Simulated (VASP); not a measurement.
Write the native input for VASP 6.6.1 that does the following.

```
Task                   : single point
Functional             : PBE
Potentials or basis    : VASP PAW PBE potentials, release 64 (Ga_d, Sb)
Cutoff                 : 520 eV
k mesh                 : 14 × 14 × 8
Occupations            : gaussian, width 0.1 eV
Spin                   : no spin polarisation
Dipole correction      : no
Further INCAR settings : ALGO = Normal; EDIFF = 1e-07; NBANDS = 18
```

The structure of GaSb2 lies in POSCAR:

```
GaSb2
1.0
    3.1673034173      0.0000000000      0.0000000000
    0.0000000000      3.1673034173      0.0000000000
    0.0000000000      0.0000000000      7.9914649014
Ga Sb
1 2
Direct
    0.0000000000      0.0000000000      0.0000000000
    0.5000000000      0.5000000000      0.3083863664
    0.5000000000      0.5000000000      0.6916136336
```

The cell was generated, and may not be a known phase.

These files were run (other wordings do the same):

INCAR

```
  ALGO = Normal
  EDIFF = 1E-7
  ENCUT = 520
  GGA = PE
  ISIF = 2
  ISMEAR = 0
  LASPH = True
  LCHARG = True
  LELF = True
  LREAL = False
  LVHAR = True
  LWAVE = False
  NBANDS = 18
  NELM = 80
  PREC = Accurate
  SIGMA = 0.1
```

KPOINTS

```
k-points
0
Gamma
  14 14 8
```

Potentials or basis: VASP PAW PBE potentials, release 64 (Ga_d, Sb).

Launch:

```sh
$ cat potpaw_PBE.64/Ga_d/POTCAR potpaw_PBE.64/Sb/POTCAR > POTCAR
$ mpirun -np 1 vasp_std > vasp.out
```

Results of the run:

| Quantity | Value |
| --- | --- |
| Pressure | 0.0 GPa |
| Largest force | 0.005 eV/Å |
| Band gap on the k mesh | zero (an odd number of electrons rules out a gap without spin polarisation) |

Caveat: spin-orbit coupling is left out, which moves the levels of the heavy elements.

It took 4.5 min on 1 thread of Intel Xeon 8259CL (shared host), peak memory 0.38 GiB.
